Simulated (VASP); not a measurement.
# CuAu (P4/mmm) in VASP: further runs

Runs on CuAu. Level: LDA. Tasks: single point.

Everything below comes from runs of VASP 6.6.1. Logs are shortened: lines on timing, memory, paths and dates and some standing lists are left out, and cuts for length are marked.

## Step 1: The cell of the first run

The structure is tetragonal, space group P4/mmm (No. 123). The conventional cell has a = 2.660 Å, b = 2.660 Å, c = 3.670 Å, α = 90.00°, β = 90.00°, γ = 90.00°. Within 3.5 Å of Cu (site symmetry 4/mmm) lie 8 Au at 2.63 Å and 4 Cu at 2.66 Å. Au (site symmetry 4/mmm) has 8 Cu at 2.63 Å and 4 Au at 2.66 Å within 3.5 Å.

## Step 2: Single point, LDA (strain -0.050 along x and y, +0.000 along z)

Contents of INCAR:

```
SYSTEM = CuAu
ALGO = Fast ; EDIFF = 1E-7
ENCUT = 520 ; ISIF = 2
ISMEAR = 0 ; LASPH = .True.
LCHARG = .True. ; LELF = .True.
LREAL = .False. ; LVHAR = .True.
LWAVE = .False. ; NBANDS = 18
NELM = 100 ; PREC = Accurate
SIGMA = 0.15
```

Contents of KPOINTS:

```
k-points
0
Gamma
  18 18 14
  0 0 0
```

Contents of POSCAR:

```
CuAu
1.0
    2.6600000000      0.0000000000      0.0000000000
    0.0000000000      2.6600000000      0.0000000000
    0.0000000000      0.0000000000      3.6700000000
Cu Au
1 1
Direct
    0.5000000000      0.5000000000      0.5000000000
    0.0000000000      0.0000000000      0.0000000000
```

Potentials or basis: VASP PAW LDA potentials, release 64 (Cu, Au).

Launch:

```
$ cat potpaw_LDA.64/Cu/POTCAR potpaw_LDA.64/Au/POTCAR > POTCAR
$ mpirun -np 1 vasp_std > vasp.out
```

OUTCAR:

```text
SYSTEM = CuAu
   EDIFF = 1E-7
   ENCUT = 520
   ISIF = 2
   ISMEAR = 0
   LASPH = .True.
   LREAL = .False.
   NELM = 100
   PREC = Accurate

 ion  position               nearest neighbor table
   1  0.500  0.500  0.500-   2 2.63   2 2.63   2 2.63   2 2.63   2 2.63   2 2.63   2 2.63   2 2.63

   2  0.000  0.000  0.000-   1 2.63   1 2.63   1 2.63   1 2.63   1 2.63   1 2.63   1 2.63   1 2.63

  LATTYP: Found a simple tetragonal cell.
 ALAT       =     2.6600000000
 C/A-ratio  =     1.3796992481

  Lattice vectors:

 A1 = (   2.6600000000,   0.0000000000,   0.0000000000)
 A2 = (   0.0000000000,   2.6600000000,   0.0000000000)
 A3 = (   0.0000000000,   0.0000000000,   3.6700000000)

Analysis of symmetry for initial positions (statically):
=====================================================================
 Subroutine PRICEL returns:
 Original cell was already a primitive cell.

 Routine SETGRP: Setting up the symmetry group for a
 simple tetragonal supercell.

 Subroutine GETGRP returns: Found 16 space group operations
 (whereof 16 operations were pure point group operations)
 out of a pool of 16 trial point group operations.

The static configuration has the point symmetry D_4h.

Analysis of symmetry for dynamics (positions and initial velocities):
=====================================================================
 Subroutine PRICEL returns:
 Original cell was already a primitive cell.

 Routine SETGRP: Setting up the symmetry group for a
 simple tetragonal supercell.

 Subroutine GETGRP returns: Found 16 space group operations
 (whereof 16 operations were pure point group operations)
 out of a pool of 16 trial point group operations.

The dynamic configuration has the point symmetry D_4h.

 Subroutine INISYM returns: Found 16 space group operations
 (whereof 16 operations are pure point group operations),
 and found     1 'primitive' translations

----------------------------------------------------------------------------------------

                                     Primitive cell

  volume of cell :      25.9675

  direct lattice vectors                    reciprocal lattice vectors
     2.660000000  0.000000000  0.000000000     0.375939850  0.000000000  0.000000000
     0.000000000  2.660000000  0.000000000     0.000000000  0.375939850  0.000000000
     0.000000000  0.000000000  3.670000000     0.000000000  0.000000000  0.272479564

  length of vectors
     2.660000000  2.660000000  3.670000000     0.375939850  0.375939850  0.272479564

  position of ions in fractional coordinates (direct lattice)
     0.500000000  0.500000000  0.500000000
     0.000000000  0.000000000  0.000000000

  ion indices of the primitive-cell ions
   primitive index   ion index
                 1           1
                 2           2

----------------------------------------------------------------------------------------

 KPOINTS: k-points

Automatic generation of k-mesh.
 Grid dimensions read from file:
 generate k-points for:   18   18   14

 Generating k-lattice:

  Cartesian coordinates                     Fractional coordinates (reciprocal lattice)
     0.020885547  0.000000000  0.000000000     0.055555556  0.000000000  0.000000000
     0.000000000  0.020885547  0.000000000     0.000000000  0.055555556  0.000000000
     0.000000000  0.000000000  0.019462826     0.000000000  0.000000000  0.071428571

  Length of vectors
     0.020885547  0.020885547  0.019462826

  Shift w.r.t. Gamma in fractional coordinates (k-lattice)
     0.000000000  0.000000000  0.000000000

 Subroutine IBZKPT returns following result:
 ===========================================

 Found    440 irreducible k-points:

 Following reciprocal coordinates:
            Coordinates               Weight
  0.000000  0.000000  0.000000      1.000000
  0.055556  0.000000  0.000000      4.000000
  0.111111  0.000000  0.000000      4.000000
  0.166667  0.000000  0.000000      4.000000
  0.222222  0.000000  0.000000      4.000000
  0.277778  0.000000  0.000000      4.000000
[... 16 lines left out ...]
  0.277778  0.111111  0.000000      8.000000
  0.333333  0.111111  0.000000      8.000000
 [... further k-points ...]
   k-points           NKPTS =    440   k-points in BZ     NKDIM =    440   number of bands    NBANDS=     18
   number of dos      NEDOS =    301   number of ions     NIONS =      2
   total plane-waves  NPLWV =  11200
   dimension x,y,z NGX =    20 NGY =   20 NGZ =   28
   dimension x,y,z NGXF=    40 NGYF=   40 NGZF=   56
   ions per type =               1   1
   NGX,Y,Z   is equivalent  to a cutoff of  12.50, 12.50, 12.68 a.u.
   NGXF,Y,Z  is equivalent  to a cutoff of  25.00, 25.00, 25.37 a.u.
 SYSTEM =  CuAu
   PREC   = accura    normal or accurate (medium, high low for compatibility)
   ISTART =      0    job   : 0-new  1-cont  2-samecut
   ICHARG =      2    charge: 1-file 2-atom 10-const
   ISPIN  =      1    spin polarized calculation?
   LNONCOLLINEAR =      F non collinear calculations
   LSORBIT =      F    spin-orbit coupling
   LASPH  =      T    aspherical Exc in radial PAW
   ENCUT  =  520.0 eV  38.22 Ry    6.18 a.u.   4.95  4.95  6.82*2*pi/ulx,y,z
   NELM   =    100;   NELMIN=  2; NELMDL= -5     # of ELM steps
   EDIFF  = 0.1E-06   stopping-criterion for ELM
   LREAL  =      F    real-space projection
   EDIFFG = 0.1E-05   stopping-criterion for IOM
   NSW    =      0    number of steps for IOM
   IBRION =     -1    ionic relax: 0-MD 1-quasi-New 2-CG
   NFREE  =      0    steps in history (QN), initial steepest desc. (CG)
   ISIF   =      2    stress and relaxation
   ISYM   =      2    0-nonsym 1-usesym 2-fastsym
   POTIM  = 0.5000    time-step for ionic-motion
   TEBEG  =    0.0;   TEEND  =   0.0 temperature during run
   PSTRESS=    0.0 pullay stress
   NELECT =      22.0000    total number of electrons
   NUPDOWN=      -1.0000    fix difference up-down
   EMIN   =  10.00;   EMAX   =-10.00  energy-range for DOS
   EFERMI =   0.00;   METHOD = LEGACY
   ISMEAR =     0;   SIGMA  =   0.15  broadening in eV -4-tet -1-fermi 0-gaus
   EFERMI_NEDOS =   21; number of points for ismear=-14 and -15
   IALGO  =     68    algorithm
   IMIX   =      4    mixing-type and parameters
     AMIX     =   0.40;   BMIX     =  1.00
     AMIX_MAG =   1.60;   BMIX_MAG =  1.00
  volume/ion in A,a.u.               =      12.98        87.62
  Fermi-wavevector in a.u.,A,eV,Ry     =   1.549076  2.927328 32.649019  2.399635
  Thomas-Fermi vector in A             =   2.653935
   LORBIT       =      0    0 simple, 1 ext, 2 COOP (PROOUT), +10 PAW based schemes
   GGA     = CA    functional components
   LHFCALC =     F    Hartree Fock is set to
   AEXX    =    0.0000 exact exchange contribution
   IVDW    =     0    specifies the selected vdW correction
   LEPSILON=     F    determine dielectric tensor
   LRPA    =     F    only Hartree local field effects (RPA)
 non-spin polarized calculation
 RMM-DIIS sequential band-by-band and
 Gauss-broadening in eV      SIGMA  =   0.15
  energy-cutoff  :      520.00
  volume of cell :       25.97
 maximum number of plane-waves:       720
 NGX is ok and might be reduce to    20
   NGX =  9   NGY =  9   NGZ = 13

 number of electron      22.0000030 magnetization

 Free energy of the ion-electron system (eV)
  ---------------------------------------------------
  ext. energy  EPLUGINS =         0.00000000
  ---------------------------------------------------
  free energy    TOTEN  =        -9.17448234 eV

  energy without entropy =       -9.16927609  energy(sigma->0) =       -9.17187921

 E-fermi :  10.3905     XC(G=0): -13.6439

 val. band max:       10.3846729507   @ k =   0.5000   0.1111   0.4286
 cond. band min:      10.3934328585   @ k =   0.5000   0.2778   0.0714
 fundamental gap:      0.0087599078
 Fermi energy:        10.3904814454

 k-point     1 :       0.0000    0.0000    0.0000
  band No.  band energies     occupation
      1      -0.5980      2.00000
      2       2.6009      2.00000
      3       2.8362      2.00000
      4       5.8801      2.00000
      5       5.8801      2.00000
      6       6.9357      2.00000
[... 10 lines left out ...]
     17      28.6830      0.00000
     18      29.2543      0.00000

 k-point     2 :       0.0556    0.0000    0.0000
  band No.  band energies     occupation
      1      -0.5141      2.00000
      2       2.6509      2.00000
      3       2.8858      2.00000
      4       5.8172      2.00000
      5       5.9009      2.00000
      6       6.9522      2.00000
[... 10 lines left out ...]
     17      28.6476      0.00000
     18      29.7705      0.00000

 k-point     3 :       0.1111    0.0000    0.0000
  band No.  band energies     occupation
      1      -0.2688      2.00000
      2       2.7749      2.00000
      3       3.0560      2.00000
      4       5.6321      2.00000
      5       5.9625      2.00000
      6       6.9957      2.00000
[... 10 lines left out ...]
     17      28.1322      0.00000
     18      31.3253      0.00000

 k-point     4 :       0.1667    0.0000    0.0000
  band No.  band energies     occupation
      1       0.1193      2.00000
      2       2.9326      2.00000
      3       3.3716      2.00000
      4       5.3425      2.00000
      5       6.0622      2.00000
      6       6.9718      2.00000
[... 375 lines left out ...]
      4       4.9678      2.00000
      5       5.8130      2.00000
      6       6.4390      2.00000
[... 10 lines left out ...]
     17      27.8753      0.00000
     18      30.5185      0.00000

 k-point    23 :       0.2778    0.1111    0.0000
  band No.  band energies     occupation
      1       1.5069      2.00000
      2       3.5922      2.00000
      3       4.3093      2.00000
      4       4.5984      2.00000
      5       5.8304      2.00000
      6       6.2129      2.00000
[... 10 lines left out ...]
     17      26.7494      0.00000
     18      30.8673      0.00000

 k-point    24 :       0.3333    0.1111    0.0000
  band No.  band energies     occupation
      1       2.0821      2.00000
      2       3.8078      2.00000
      3       4.2691      2.00000
      4       4.6101      2.00000
      5       5.8317      2.00000
      6       6.1259      2.00000
[... 10 lines left out ...]
     17      25.4380      0.00000
     18      29.3398      0.00000

 [... further k-points ...]

------------------------ aborting loop because EDIFF is reached ----------------------------------------

  FORCE on cell =-STRESS in cart. coord.  units (eV):
  Direction    XX          YY          ZZ          XY          YZ          ZX
  --------------------------------------------------------------------------------------
  -------------------------------------------------------------------------------------
  Total        2.7589819      2.7589819      1.7482582      0.0000000     -0.0000000     -0.0000000
  in kB      170.2276461    170.2276461    107.8665550      0.0000000     -0.0000000     -0.0000000
  external PRESSURE =     149.4406157 kB  Pullay stress =       0.0000000 kB

 VOLUME and BASIS-vectors are now :
 -----------------------------------------------------------------------------
  energy-cutoff  :      520.00
  volume of cell :       25.97
      direct lattice vectors                 reciprocal lattice vectors
     2.660000000  0.000000000  0.000000000     0.375939850  0.000000000  0.000000000
     0.000000000  2.660000000  0.000000000     0.000000000  0.375939850  0.000000000
     0.000000000  0.000000000  3.670000000     0.000000000  0.000000000  0.272479564

 POSITION                                       TOTAL-FORCE (eV/Angst)
 -----------------------------------------------------------------------------------
      1.33000      1.33000      1.83500         0.000000      0.000000      0.000000
      0.00000      0.00000      0.00000         0.000000      0.000000      0.000000
 -----------------------------------------------------------------------------------
    total drift:                               -0.000000      0.000000      0.000000

  FREE ENERGIE OF THE ION-ELECTRON SYSTEM (eV)
  ---------------------------------------------------
  free  energy   TOTEN  =        -9.1744823393 eV

  energy  without entropy=       -9.1692760878  energy(sigma->0) =       -9.17187921
```

Wall time 3 min (1 thread of Intel Xeon Platinum 8259CL at 2.50GHz (Skylake/Cascade Lake), shared host); peak memory 0.31 GiB.

Results:

```yaml
Free_energy: -9.1745 eV
Pressure: 14.9 GPa
Band_gap_on_the_k_mesh: zero (band 11 reaches 16.22 eV, above the bottom of band 12 at 8.17 eV)
```

Levels at points of the mesh, in eV from the Fermi level:
| k point | band 7 | band 8 | band 9 | band 10 | band 11 | band 12 | band 13 | band 14 | band 15 | band 16 |
| --- | --- | --- | --- | --- | --- | --- | --- | --- | --- | --- |
| (0.00, 0.00, 0.00) | -3.06 | -2.57 | -1.88 | -1.61 | -1.61 | 1.13 | 8.08 | 11.08 | 11.08 | 17.43 |
| (0.50, 0.00, 0.00) | -3.53 | -3.48 | -2.77 | -2.53 | -0.85 | 0.39 | 9.20 | 9.55 | 11.60 | 11.90 |
| (0.50, 0.50, 0.00) | -1.80 | -1.59 | -1.59 | -1.36 | 0.66 | 0.66 | 6.53 | 8.08 | 9.83 | 11.68 |
| (0.00, 0.00, 0.50) | -3.84 | -2.91 | -2.75 | -2.68 | -2.68 | -2.22 | 15.20 | 15.25 | 15.72 | 15.72 |
| (0.50, 0.00, 0.50) | -1.90 | -1.86 | -1.85 | -1.76 | -1.57 | -1.57 | 3.37 | 4.87 | 16.28 | 16.79 |
| (0.50, 0.50, 0.50) | -3.56 | -2.56 | -1.79 | -1.35 | 5.83 | 5.83 | 5.97 | 7.32 | 7.32 | 7.53 |

Caveat: the cell differs from its parent crystal (strain -0.050 along x and y, +0.000 along z); spin-orbit coupling is left out, which moves the levels of the heavy elements.

## Step 3: Single point, LDA (strain -0.025 along x and y, -0.050 along z)

Contents of INCAR:

```
PREC = Accurate ; ENCUT = 520
EDIFF = 1E-7 ; ISMEAR = 0
SIGMA = 0.15 ; LREAL = F
LASPH = T ; NELM = 100
ALGO = Fast ; ISIF = 2
LWAVE = F ; LCHARG = T
LELF = T ; LVHAR = T
NBANDS = 18
```

Contents of KPOINTS:

```
Automatic mesh
0
Gamma
  18 18 14
```

Contents of POSCAR:

```
CuAu
1.0
    2.7300000000      0.0000000000      0.0000000000
    0.0000000000      2.7300000000      0.0000000000
    0.0000000000      0.0000000000      3.4865000000
Cu Au
1 1
Direct
    0.5000000000      0.5000000000      0.5000000000
    0.0000000000      0.0000000000      0.0000000000
```

Potentials or basis: VASP PAW LDA potentials, release 64 (Cu, Au).

Launch:

```
$ cat potpaw_LDA.64/Cu/POTCAR potpaw_LDA.64/Au/POTCAR > POTCAR
$ mpirun -np 1 vasp_std > vasp.out
```

Run time: 3.1 min. Hardware: 1 thread of Intel Xeon Platinum 8259CL at 2.50GHz (Skylake/Cascade Lake), shared host; peak memory 0.3 GiB.

It converged, with:

- Free energy: -9.1994 eV
- Pressure: 14.0 GPa
- Band gap on the k mesh: zero (band 11 reaches 15.91 eV, above the bottom of band 12 at 8.00 eV)

Stress tensor (GPa, compression positive):
```
14.24  0.00  0.00
 0.00 14.24  0.00
 0.00  0.00 13.43
```

Levels at points of the mesh, in eV from the Fermi level:
| k point | band 7 | band 8 | band 9 | band 10 | band 11 | band 12 | band 13 | band 14 | band 15 | band 16 |
| --- | --- | --- | --- | --- | --- | --- | --- | --- | --- | --- |
| (0.00, 0.00, 0.00) | -3.27 | -2.42 | -1.91 | -1.64 | -1.64 | 2.28 | 9.59 | 10.01 | 10.01 | 17.58 |
| (0.50, 0.00, 0.00) | -3.59 | -3.57 | -2.89 | -2.65 | -1.12 | -0.11 | 10.13 | 10.40 | 12.53 | 12.83 |
| (0.50, 0.50, 0.00) | -1.92 | -1.74 | -1.50 | -1.50 | 0.15 | 0.15 | 5.66 | 7.57 | 10.47 | 12.17 |
| (0.00, 0.00, 0.50) | -3.82 | -3.01 | -2.82 | -2.82 | -2.74 | -2.38 | 14.58 | 15.20 | 15.20 | 15.59 |
| (0.50, 0.00, 0.50) | -2.06 | -2.05 | -1.78 | -1.67 | -1.56 | -1.54 | 3.17 | 5.12 | 15.90 | 16.32 |
| (0.50, 0.50, 0.50) | -3.39 | -2.54 | -1.96 | -1.73 | 5.52 | 5.77 | 5.77 | 6.90 | 7.11 | 7.62 |

Caveat: the cell differs from its parent crystal (strain -0.025 along x and y, -0.050 along z); spin-orbit coupling is left out, which moves the levels of the heavy elements.

## Step 4: Single point, LDA (strain -0.050 along x and y, +0.025 along z)

Contents of INCAR:

```
ALGO = Fast
EDIFF = 1E-7
ENCUT = 520
GGA = CA
ISIF = 2
ISMEAR = 0
LASPH = True
LCHARG = False
LREAL = False
LWAVE = False
NBANDS = 18
NELM = 100
PREC = Accurate
SIGMA = 0.15
```

Contents of KPOINTS:

```
k-points
0
Gamma
  18 18 14
```

Contents of POSCAR:

```
CuAu
1.0
    2.6600000000      0.0000000000      0.0000000000
    0.0000000000      2.6600000000      0.0000000000
    0.0000000000      0.0000000000      3.7617500000
Cu Au
1 1
Direct
    0.5000000000      0.5000000000      0.5000000000
    0.0000000000      0.0000000000      0.0000000000
```

Launch:

```
$ cat potpaw_LDA.64/Cu/POTCAR potpaw_LDA.64/Au/POTCAR > POTCAR
$ mpirun -np 1 vasp_std > vasp.out
```

Wall time 3.2 min (1 thread of Intel Xeon Platinum 8259CL at 2.50GHz (Skylake/Cascade Lake), shared host); peak memory 0.31 GiB.

Results (log left out):

| Quantity | Value |
| --- | --- |
| Free energy | -9.2046 eV |
| Pressure | 9.3 GPa |
| Band gap on the k mesh | zero (band 11 reaches 15.75 eV, above the bottom of band 12 at 7.85 eV) |

Stress tensor (GPa, compression positive):
```
12.02  0.00  0.00
 0.00 12.02  0.00
 0.00  0.00  3.94
```

Levels at points of the mesh, in eV from the Fermi level:
```
           k point  band 7  band 8  band 9  band 10  band 11  band 12  band 13  band 14  band 15  band 16
(0.00, 0.00, 0.00)   -2.87   -2.55   -1.82    -1.58    -1.58     0.86     7.41    11.33    11.33    17.40
(0.50, 0.00, 0.00)   -3.39   -3.35   -2.64    -2.41    -0.74     0.51     8.84     9.19    10.99    11.51
(0.50, 0.50, 0.00)   -1.69   -1.59   -1.59    -1.23     0.90     0.90     6.62     8.04     9.65    11.45
(0.00, 0.00, 0.50)   -3.71   -2.86   -2.61    -2.54    -2.54    -2.10    14.94    15.33    15.73    15.73
(0.50, 0.00, 0.50)   -1.84   -1.81   -1.76    -1.75    -1.44    -1.44     3.33     4.66    16.28    16.85
(0.50, 0.50, 0.50)   -3.51   -2.47   -1.69    -1.23     5.80     5.80     6.04     7.14     7.14     7.60
```

Caveat: the cell differs from its parent crystal (strain -0.050 along x and y, +0.025 along z); spin-orbit coupling is left out, which moves the levels of the heavy elements.

## Step 5: The runs side by side

| cell | gap on the mesh (eV) | pressure (GPa) |
| --- | --- | --- |
| a = 2.660, b = 2.660, c = 3.670 Å, 2 atoms | none | 14.9 |
| a = 2.730, b = 2.730, c = 3.486 Å, 2 atoms | none | 14.0 |
| a = 2.660, b = 2.660, c = 3.762 Å, 2 atoms | none | 9.3 |

Alike in all rows: task single point; level LDA; potentials or basis VASP PAW LDA potentials, release 64 (Cu, Au); no spin polarisation; k mesh 18 × 18 × 14; cutoff (eV) 520; smearing gaussian 0.15 eV.

Caveats: spin-orbit coupling is left out, which moves the levels of the heavy elements.

Absolute energies hang on the potentials; compare differences alone.
